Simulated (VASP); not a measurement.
# SnO (P4/nmm) in VASP: notebook

SnO is run at these levels: PBE+D3(BJ); tasks: single point.

Program: VASP 6.6.1. These are calculated values, not measurements. Logs are shortened: lines on timing, memory, paths and dates and some standing lists are left out, and cuts for length are marked.

## (1) The cell of the first run

The structure is tetragonal, space group P4/nmm (No. 129). Conventional cell: a = 3.945 Å, b = 3.945 Å, c = 4.505 Å, α = 90.00°, β = 90.00°, γ = 90.00°. Sn (site symmetry 4mm) has 4 O at 2.26 Å within 3.0 Å. Within 3.0 Å of O (site symmetry -4m2) lie 4 Sn at 2.26 Å and 4 O at 2.79 Å.

## (2) Single point, PBE+D3(BJ)

INCAR

```
SYSTEM = SnO
ALGO = Normal
EDIFF = 1E-6
ENCUT = 520
GGA = PE
ISIF = 2
ISMEAR = 0
IVDW = 12
LASPH = .TRUE.
LCHARG = .FALSE.
LREAL = .FALSE.
LWAVE = .FALSE.
NBANDS = 28
NELM = 80
PREC = Accurate
SIGMA = 0.15
```

KPOINTS

```
k-points
0
G
  14 14 12
  0 0 0
```

POSCAR

```
SnO
1.0
    3.9452399817      0.0000000000      0.0000000000
    0.0000000000      3.9452399817      0.0000000000
    0.0000000000      0.0000000000      4.5046356890
Sn O
2 2
Direct
    0.0000000000      0.5000000000      0.2432422108
    0.5000000000      0.0000000000      0.7567577892
    0.0000000000      0.0000000000      0.0000000000
    0.5000000000      0.5000000000      0.0000000000
```

Potentials or basis: VASP PAW PBE potentials, release 64 (Sn_d, O).

Launch:

```sh
cat potpaw_PBE.64/Sn_d/POTCAR potpaw_PBE.64/O/POTCAR > POTCAR
mpirun -np 1 vasp_std > vasp.out
```

OUTCAR:

```text
SYSTEM = SnO
   EDIFF = 1E-6
   ENCUT = 520
   GGA = PE
   ISIF = 2
   ISMEAR = 0
   IVDW = 12
   LASPH = .TRUE.
   LREAL = .FALSE.
   NELM = 80
   PREC = Accurate
 IVDW          = 12

 ion  position               nearest neighbor table
   1  0.000  0.500  0.243-   3 2.26   4 2.26   3 2.26   4 2.26   2 3.55   2 3.55   2 3.55   2 3.55
                             2 3.62   2 3.62   2 3.62   2 3.62
   2  0.500  0.000  0.757-   3 2.26   4 2.26   4 2.26   3 2.26   1 3.55   1 3.55   1 3.55   1 3.55
                             1 3.62   1 3.62   1 3.62   1 3.62
   3  0.000  0.000  0.000-   1 2.26   2 2.26   1 2.26   2 2.26
   4  0.500  0.500  0.000-   1 2.26   2 2.26   2 2.26   1 2.26

  LATTYP: Found a simple tetragonal cell.
 ALAT       =     3.9452399817
 C/A-ratio  =     1.1417900330

  Lattice vectors:

 A1 = (   3.9452399817,   0.0000000000,   0.0000000000)
 A2 = (   0.0000000000,   3.9452399817,   0.0000000000)
 A3 = (   0.0000000000,   0.0000000000,   4.5046356890)

Analysis of symmetry for initial positions (statically):
=====================================================================
 Subroutine PRICEL returns:
 Original cell was already a primitive cell.

 Routine SETGRP: Setting up the symmetry group for a
 simple tetragonal supercell.

 Subroutine GETGRP returns: Found 16 space group operations
 (whereof  8 operations were pure point group operations)
 out of a pool of 16 trial point group operations.

The static configuration has the point symmetry D_2d.
 The point group associated with its full space group is D_4h.

Analysis of symmetry for dynamics (positions and initial velocities):
=====================================================================
 Subroutine PRICEL returns:
 Original cell was already a primitive cell.

 Routine SETGRP: Setting up the symmetry group for a
 simple tetragonal supercell.

 Subroutine GETGRP returns: Found 16 space group operations
 (whereof  8 operations were pure point group operations)
 out of a pool of 16 trial point group operations.

The dynamic configuration has the point symmetry D_2d.
 The point group associated with its full space group is D_4h.

 Subroutine INISYM returns: Found 16 space group operations
 (whereof  8 operations are pure point group operations),
 and found     1 'primitive' translations

----------------------------------------------------------------------------------------

                                     Primitive cell

  volume of cell :      70.1143

  direct lattice vectors                    reciprocal lattice vectors
     3.945239982  0.000000000  0.000000000     0.253470006  0.000000000  0.000000000
     0.000000000  3.945239982  0.000000000     0.000000000  0.253470006  0.000000000
     0.000000000  0.000000000  4.504635689     0.000000000  0.000000000  0.221993535

  length of vectors
     3.945239982  3.945239982  4.504635689     0.253470006  0.253470006  0.221993535

  position of ions in fractional coordinates (direct lattice)
     0.000000000  0.500000000  0.243242211
     0.500000000  0.000000000  0.756757789
     0.000000000  0.000000000  0.000000000
     0.500000000  0.500000000  0.000000000

  ion indices of the primitive-cell ions
   primitive index   ion index
                 1           1
                 2           2
                 3           3
                 4           4

----------------------------------------------------------------------------------------

 KPOINTS: k-points

Automatic generation of k-mesh.
 Grid dimensions read from file:
 generate k-points for:   14   14   12

 Generating k-lattice:

  Cartesian coordinates                     Fractional coordinates (reciprocal lattice)
     0.018105000  0.000000000  0.000000000     0.071428571  0.000000000  0.000000000
     0.000000000  0.018105000  0.000000000     0.000000000  0.071428571  0.000000000
     0.000000000  0.000000000  0.018499461     0.000000000  0.000000000  0.083333333

  Length of vectors
     0.018105000  0.018105000  0.018499461

  Shift w.r.t. Gamma in fractional coordinates (k-lattice)
     0.000000000  0.000000000  0.000000000

 Subroutine IBZKPT returns following result:
 ===========================================

 Found    252 irreducible k-points:

 Following reciprocal coordinates:
            Coordinates               Weight
  0.000000  0.000000  0.000000      1.000000
  0.071429  0.000000  0.000000      4.000000
  0.142857  0.000000  0.000000      4.000000
  0.214286  0.000000  0.000000      4.000000
  0.285714  0.000000  0.000000      4.000000
  0.357143  0.000000  0.000000      4.000000
[... 16 lines left out ...]
  0.285714  0.214286  0.000000      8.000000
  0.357143  0.214286  0.000000      8.000000
 [... further k-points ...]
   k-points           NKPTS =    252   k-points in BZ     NKDIM =    252   number of bands    NBANDS=     28
   number of dos      NEDOS =    301   number of ions     NIONS =      4
   total plane-waves  NPLWV =  32400
   dimension x,y,z NGX =    30 NGY =   30 NGZ =   36
   dimension x,y,z NGXF=    60 NGYF=   60 NGZF=   72
   ions per type =               2   2
   NGX,Y,Z   is equivalent  to a cutoff of  12.64, 12.64, 13.29 a.u.
   NGXF,Y,Z  is equivalent  to a cutoff of  25.28, 25.28, 26.57 a.u.
 SYSTEM =  SnO
   PREC   = accura    normal or accurate (medium, high low for compatibility)
   ISTART =      0    job   : 0-new  1-cont  2-samecut
   ICHARG =      2    charge: 1-file 2-atom 10-const
   ISPIN  =      1    spin polarized calculation?
   LNONCOLLINEAR =      F non collinear calculations
   LSORBIT =      F    spin-orbit coupling
   LASPH  =      T    aspherical Exc in radial PAW
   ENCUT  =  520.0 eV  38.22 Ry    6.18 a.u.   7.34  7.34  8.38*2*pi/ulx,y,z
   NELM   =     80;   NELMIN=  2; NELMDL= -5     # of ELM steps
   EDIFF  = 0.1E-05   stopping-criterion for ELM
   LREAL  =      F    real-space projection
   EDIFFG = 0.1E-04   stopping-criterion for IOM
   NSW    =      0    number of steps for IOM
   IBRION =     -1    ionic relax: 0-MD 1-quasi-New 2-CG
   NFREE  =      0    steps in history (QN), initial steepest desc. (CG)
   ISIF   =      2    stress and relaxation
   ISYM   =      2    0-nonsym 1-usesym 2-fastsym
   POTIM  = 0.5000    time-step for ionic-motion
   TEBEG  =    0.0;   TEEND  =   0.0 temperature during run
   PSTRESS=    0.0 pullay stress
   NELECT =      40.0000    total number of electrons
   NUPDOWN=      -1.0000    fix difference up-down
   EMIN   =  10.00;   EMAX   =-10.00  energy-range for DOS
   EFERMI =   0.00;   METHOD = LEGACY
   ISMEAR =     0;   SIGMA  =   0.15  broadening in eV -4-tet -1-fermi 0-gaus
   EFERMI_NEDOS =   21; number of points for ismear=-14 and -15
   IALGO  =     38    algorithm
   IMIX   =      4    mixing-type and parameters
     AMIX     =   0.40;   BMIX     =  1.00
     AMIX_MAG =   1.60;   BMIX_MAG =  1.00
  volume/ion in A,a.u.               =      17.53       118.29
  Fermi-wavevector in a.u.,A,eV,Ry     =   1.357769  2.565812 25.082850  1.843537
  Thomas-Fermi vector in A             =   2.484660
   LORBIT       =      0    0 simple, 1 ext, 2 COOP (PROOUT), +10 PAW based schemes
   GGA     = PE    functional components
   LHFCALC =     F    Hartree Fock is set to
   AEXX    =    0.0000 exact exchange contribution
   IVDW    =    12    specifies the selected vdW correction
   LEPSILON=     F    determine dielectric tensor
   LRPA    =     F    only Hartree local field effects (RPA)
 non-spin polarized calculation
 Gauss-broadening in eV      SIGMA  =   0.15
  energy-cutoff  :      520.00
  volume of cell :       70.11
 maximum number of plane-waves:      1937
 NGX is ok and might be reduce to    30

 number of electron      39.9999982 magnetization

 Free energy of the ion-electron system (eV)
  ---------------------------------------------------
  ext. energy  EPLUGINS =         0.00000000
  ---------------------------------------------------
  free energy    TOTEN  =       -22.62125680 eV

  energy without entropy =      -22.62116011  energy(sigma->0) =      -22.62120845

 E-fermi :   6.9753     XC(G=0): -10.2964

 val. band max:        6.7122515952   @ k =   0.1429   0.1429   0.0000
 cond. band min:       7.1152128584   @ k =   0.5000   0.5000   0.0000
 fundamental gap:      0.4029612632
 Fermi energy:         6.9753027049

 k-point     1 :       0.0000    0.0000    0.0000
  band No.  band energies     occupation
      1     -14.8540      2.00000
      2     -14.4833      2.00000
      3     -14.4833      2.00000
      4     -14.4456      2.00000
      5     -14.4379      2.00000
      6     -14.4359      2.00000
[... 20 lines left out ...]
     27      13.9088      0.00000
     28      14.1567      0.00000

 k-point     2 :       0.0714    0.0000    0.0000
  band No.  band energies     occupation
      1     -14.8504      2.00000
      2     -14.4819      2.00000
      3     -14.4817      2.00000
      4     -14.4439      2.00000
      5     -14.4378      2.00000
      6     -14.4359      2.00000
[... 20 lines left out ...]
     27      13.9527      0.00000
     28      14.4971      0.00000

 k-point     3 :       0.1429    0.0000    0.0000
  band No.  band energies     occupation
      1     -14.8401      2.00000
      2     -14.4778      2.00000
      3     -14.4772      2.00000
      4     -14.4515      2.00000
      5     -14.4391      2.00000
      6     -14.4374      2.00000
[... 20 lines left out ...]
     27      14.0093      0.00000
     28      15.3469      0.00000

 k-point     4 :       0.2143    0.0000    0.0000
  band No.  band energies     occupation
      1     -14.8237      2.00000
      2     -14.4966      2.00000
      3     -14.4712      2.00000
      4     -14.4698      2.00000
      5     -14.4366      2.00000
      6     -14.4313      2.00000
[... 20 lines left out ...]
     27      14.1002      0.00000
     28      16.3570      0.00000

 k-point     5 :       0.2857    0.0000    0.0000
  band No.  band energies     occupation
      1     -14.8019      2.00000
      2     -14.5509      2.00000
      3     -14.4628      2.00000
      4     -14.4603      2.00000
      5     -14.4355      2.00000
      6     -14.4209      2.00000
[... 20 lines left out ...]
     27      14.2423      0.00000
     28      17.2633      0.00000

 k-point     6 :       0.3571    0.0000    0.0000
  band No.  band energies     occupation
      1     -14.7747      2.00000
      2     -14.6059      2.00000
      3     -14.4534      2.00000
      4     -14.4496      2.00000
      5     -14.4342      2.00000
      6     -14.4165      2.00000
[... 463 lines left out ...]
      5     -14.4261      2.00000
      6     -14.4261      2.00000
[... 20 lines left out ...]
     27      15.2124      0.00000
     28      15.2124      0.00000

 k-point    22 :       0.2143    0.2143    0.0000
  band No.  band energies     occupation
      1     -14.8047      2.00000
      2     -14.5679      2.00000
      3     -14.4782      2.00000
      4     -14.4368      2.00000
      5     -14.4337      2.00000
      6     -14.4259      2.00000
[... 20 lines left out ...]
     27      15.3438      0.00000
     28      15.3780      0.00000

 k-point    23 :       0.2857    0.2143    0.0000
  band No.  band energies     occupation
      1     -14.7912      2.00000
      2     -14.6110      2.00000
      3     -14.4712      2.00000
      4     -14.4340      2.00000
      5     -14.4300      2.00000
      6     -14.4233      2.00000
[... 20 lines left out ...]
     27      14.8773      0.00000
     28      15.5351      0.00000

 k-point    24 :       0.3571    0.2143    0.0000
  band No.  band energies     occupation
      1     -14.7741      2.00000
      2     -14.6536      2.00000
      3     -14.4608      2.00000
      4     -14.4339      2.00000
      5     -14.4277      2.00000
      6     -14.4240      2.00000
[... 20 lines left out ...]
     27      14.8381      0.00000
     28      15.5071      0.00000

 [... further k-points ...]

------------------------ aborting loop because EDIFF is reached ----------------------------------------

 Edisp (eV)   -0.93900

 E8    (eV) :    -0.4078

  FORCE on cell =-STRESS in cart. coord.  units (eV):
  Direction    XX          YY          ZZ          XY          YZ          ZX
  --------------------------------------------------------------------------------------
  -------------------------------------------------------------------------------------
  Total      -1.19403    -1.19403     1.14210     0.00000     0.00000     0.00000
  in kB     -27.28460   -27.28460    26.09815     0.00000     0.00000     0.00000
  external pressure =       -9.49 kB  Pullay stress =        0.00 kB

 VOLUME and BASIS-vectors are now :
 -----------------------------------------------------------------------------
  energy-cutoff  :      520.00
  volume of cell :       70.11
      direct lattice vectors                 reciprocal lattice vectors
     3.945239982  0.000000000  0.000000000     0.253470006  0.000000000  0.000000000
     0.000000000  3.945239982  0.000000000     0.000000000  0.253470006  0.000000000
     0.000000000  0.000000000  4.504635689     0.000000000  0.000000000  0.221993535

 POSITION                                       TOTAL-FORCE (eV/Angst)
 -----------------------------------------------------------------------------------
      0.00000      1.97262      1.09572        -0.000000      0.000000      0.339011
      1.97262      0.00000      3.40892         0.000000      0.000000     -0.339011
      0.00000      0.00000      0.00000        -0.000000      0.000000      0.000000
      1.97262      1.97262      0.00000         0.000000     -0.000000      0.000000
 -----------------------------------------------------------------------------------
    total drift:                                0.000000      0.000000     -0.000000

  FREE ENERGIE OF THE ION-ELECTRON SYSTEM (eV)
  ---------------------------------------------------
  free  energy   TOTEN  =       -23.5602581015 eV

  energy  without entropy=      -23.5601614176  energy(sigma->0) =      -23.56020976
```

Run time: 2.9 min. Hardware: 1 thread of Intel Xeon 6975P-C (Granite Rapids), shared host; peak memory 0.48 GiB.

Results:

- Free energy: -23.5603 eV
- Pressure: -0.9 GPa
- Largest force: 0.339 eV/Å
- Band gap on the k mesh: 0.40 eV, indirect (least direct gap 1.71 eV)
- Dispersion energy per atom: -0.235 eV

Forces on the atoms (eV/Å):
```
Sn   0.000  0.000  0.339
Sn   0.000  0.000 -0.339
O    0.000  0.000  0.000
O    0.000  0.000  0.000
```

Stress tensor (GPa, compression positive):
```
-2.73  0.00  0.00
 0.00 -2.73  0.00
 0.00  0.00  2.61
```

Caveat: spin-orbit coupling is left out, which moves the levels of the heavy elements. A k mesh can miss the band edges.

## (3) Single point, PBE+D3(BJ)

This run uses another cell than the first one, of the same volume but with other edges.

INCAR

```
SYSTEM = SnO
PREC = Accurate
ENCUT = 520
EDIFF = 1E-6
ISMEAR = 0
SIGMA = 0.15
LREAL = .False.
LASPH = .True.
NELM = 60
ALGO = Normal
ISIF = 2
LWAVE = .False.
LCHARG = .False.
GGA = PE
IVDW = 12
NBANDS = 28
```

KPOINTS

```
Automatic mesh
0
Gamma
  14 14 12
  0 0 0
```

POSCAR

```
SnO
1.0
    3.8896658188      0.0000000000      0.0000000000
    0.0000000000      3.8896658188      0.0000000000
    0.0000000000      0.0000000000      4.6342765186
Sn O
2 2
Direct
    0.0000000000      0.5000000000      0.2432422108
    0.5000000000      0.0000000000      0.7567577892
    0.0000000000      0.0000000000      0.0000000000
    0.5000000000      0.5000000000      0.0000000000
```

Potentials or basis: VASP PAW PBE potentials, release 64 (Sn_d, O).

Launch:

```sh
cat potpaw_PBE.64/Sn_d/POTCAR potpaw_PBE.64/O/POTCAR > POTCAR
mpirun -np 1 vasp_std > vasp.out
```

It took 2.8 min on 1 thread of Intel Xeon 6975P-C (Granite Rapids), shared host; peak memory 0.47 GiB.

It converged, with:

- Free energy: -23.6115 eV
- Pressure: -0.3 GPa
- Largest force: 0.234 eV/Å
- Band gap on the k mesh: 0.22 eV, indirect (least direct gap 1.79 eV)
- Dispersion energy per atom: -0.235 eV

Forces on the atoms (eV/Å):
```
Sn   0.000  0.000  0.234
Sn   0.000  0.000 -0.234
O    0.000  0.000  0.000
O    0.000  0.000  0.000
```

Stress tensor (GPa, compression positive):
```
-1.29  0.00  0.00
 0.00 -1.29  0.00
 0.00  0.00  1.53
```

Levels at points of the mesh, in eV from the valence-band top:
| k point | band 18 | band 19 | band 20 | band 21 | band 22 | band 23 |
| --- | --- | --- | --- | --- | --- | --- |
| (0.00, 0.00, 0.00) | -2.98 | -2.98 | -0.04 | 2.22 | 4.65 | 4.65 |
| (0.50, 0.00, 0.00) | -4.52 | -2.37 | -2.37 | 3.54 | 3.54 | 5.88 |
| (0.50, 0.50, 0.00) | -2.33 | -1.58 | -1.58 | 0.22 | 0.22 | 4.92 |
| (0.00, 0.00, 0.50) | -3.00 | -2.78 | -1.64 | 1.61 | 2.91 | 2.91 |
| (0.50, 0.00, 0.50) | -4.51 | -1.40 | -1.40 | 2.95 | 2.95 | 5.31 |
| (0.50, 0.50, 0.50) | -2.57 | -2.33 | -2.33 | 2.65 | 2.65 | 4.56 |

Caveat: spin-orbit coupling is left out, which moves the levels of the heavy elements. A k mesh can miss the band edges.

## (4) Single point, PBE+D3(BJ)

This run uses another cell than the first one, of the same volume but with other edges.

INCAR is that of step 3.

KPOINTS is that of step 3.

POSCAR

```
SnO
1.0
    3.8896657895      0.0000000000      0.0000000000
    0.0000000000      3.8896657895      0.0000000000
    0.0000000000      0.0000000000      4.6342776096
Sn O
2 2
Direct
    0.0000000000      0.5000000000      0.2432421493
    0.5000000000      0.0000000000      0.7567578507
    0.0000000000      0.0000000000      0.0000000000
    0.5000000000      0.5000000000      0.0000000000
```

Launch:

```sh
cat potpaw_PBE.64/Sn_d/POTCAR potpaw_PBE.64/O/POTCAR > POTCAR
mpirun -np 1 vasp_std > vasp.out
```

It took 7.2 min on 1 thread of Intel Xeon 6975P-C, shared host; peak memory 0.48 GiB.

The run converged. Its results:

```
Free energy                : -23.6115 eV
Pressure                   : -0.3 GPa
Largest force              : 0.234 eV/Å
Band gap on the k mesh     : 0.22 eV, indirect (least direct gap 1.79 eV)
Dispersion energy per atom : -0.235 eV
```

Forces on the atoms (eV/Å):
```
Sn   0.000  0.000  0.234
Sn   0.000  0.000 -0.234
O    0.000  0.000  0.000
O    0.000  0.000  0.000
```

Stress tensor (GPa, compression positive):
```
-1.29  0.00  0.00
 0.00 -1.29  0.00
 0.00  0.00  1.53
```

Levels at points of the mesh, in eV from the valence-band top:
| k point | band 16 | band 17 | band 18 | band 19 | band 20 | band 21 | band 22 | band 23 | band 24 | band 25 |
| --- | --- | --- | --- | --- | --- | --- | --- | --- | --- | --- |
| (0.00, 0.00, 0.00) | -5.94 | -3.12 | -2.98 | -2.98 | -0.04 | 2.22 | 4.65 | 4.65 | 4.98 | 6.18 |
| (0.50, 0.00, 0.00) | -4.57 | -4.52 | -4.52 | -2.37 | -2.37 | 3.54 | 3.54 | 5.88 | 5.88 | 6.22 |
| (0.50, 0.50, 0.00) | -4.61 | -2.33 | -2.33 | -1.58 | -1.58 | 0.22 | 0.22 | 4.92 | 4.92 | 7.88 |
| (0.00, 0.00, 0.50) | -3.22 | -3.00 | -3.00 | -2.78 | -1.64 | 1.61 | 2.91 | 2.91 | 3.45 | 8.41 |
| (0.50, 0.00, 0.50) | -5.15 | -4.51 | -4.51 | -1.40 | -1.40 | 2.95 | 2.95 | 5.31 | 5.31 | 6.84 |
| (0.50, 0.50, 0.50) | -5.21 | -2.57 | -2.57 | -2.33 | -2.33 | 2.65 | 2.65 | 4.56 | 4.56 | 5.64 |

Caveat: spin-orbit coupling is left out, which moves the levels of the heavy elements.
